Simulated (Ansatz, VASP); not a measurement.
**InRuC4N4 in VASP and in Ansatz**

```
In Ru C N
1.0
     6.20100    0.00000    0.00000
     0.00000    6.20100    0.00000
     0.00000    0.00000    6.20100
In Ru C N
1 1 4 4
Direct
  0.00000 0.00000 0.00000
  0.50000 0.50000 0.50000
  0.20112 0.20112 0.20112
  0.20112 0.79888 0.79888
  0.79888 0.20112 0.79888
  0.79888 0.79888 0.20112
  0.31014 0.31014 0.31014
  0.31014 0.68986 0.68986
  0.68986 0.31014 0.68986
  0.68986 0.68986 0.31014
```

Alike in both runs: functional PBE; k mesh 6 × 6 × 6; occupations gaussian, width 0.02 eV; collinear spin.

Ansatz relaxed the structure, and its values are those at the end. VASP's run is a single point on that final structure, the one shown.

|  | VASP | Ansatz |
| --- | --- | --- |
| version | VASP 6.6.1 | Ansatz 0.2.0 |
| potentials or method | VASP PAW PBE potentials, release 64 (In_d, Ru_pv, C, N), cutoff 520 eV | scalar-relativistic, plane waves, PAW |
| valence electrons in the cell | 63 | 65 |

```tsv
	VASP	Ansatz	Ansatz less VASP
gap on the k mesh at the Fermi level (eV)	0.94	0.95	+0.005
least direct gap on the mesh (eV)	1.20	1.20	+0.003
pressure (GPa)	0.3	0.0	-0.25
rms of the force components (eV/Å)	0.195	0.002	-0.1933
net moment per atom (μB)	0.30	0.30	0.000
size of the moment on the site where the two differ most (μB)	2.04	1.52	-0.518
```

Site moments also hang on the region over which each program counts them. VASP's potentials hold 63 valence electrons a cell and Ansatz's 65, so a difference there can come from the potentials and not from the codes.

Noted on VASP's run: the standard files for N, O and F lose accuracy on very short bonds.
